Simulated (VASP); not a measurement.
Runs of VASP 6.6.1 on AgCl (Chlorargyrite). It takes space group Fm-3m (No. 225, cubic). The conventional cell has a = 5.470 Å, b = 5.470 Å, c = 5.470 Å, α = 90.00°, β = 90.00°, γ = 90.00°. Ag (site symmetry m-3m) has 6 Cl at 2.73 Å within 3.6 Å. Within 3.6 Å of Cl (site symmetry m-3m) lie 6 Ag at 2.73 Å. 

```csv
level,gap on the mesh (eV),pressure (GPa)
PBEsol,0.72,(c)
RPBE,1.07,7.0
r2SCAN,1.43,2.2
revPBE,1.03,(a)
PBE,0.90,(b)
```

Alike in all rows: task single point; potentials or basis VASP PAW PBE potentials, release 64 (Ag, Cl); no spin polarisation; cell as given; k mesh 6 × 6 × 6; cutoff (eV) 520; smearing gaussian 0.01 eV.

Problem. Estimate the missing entries.

Solution. (a) 6.1; (b) 3.8; (c) -0.8.

Caveats: the PAW data sets were made with another functional, which shifts forces and pressure a little (some runs).

A k mesh can miss the band edges, and the runs leave out spin-orbit coupling on Ag.
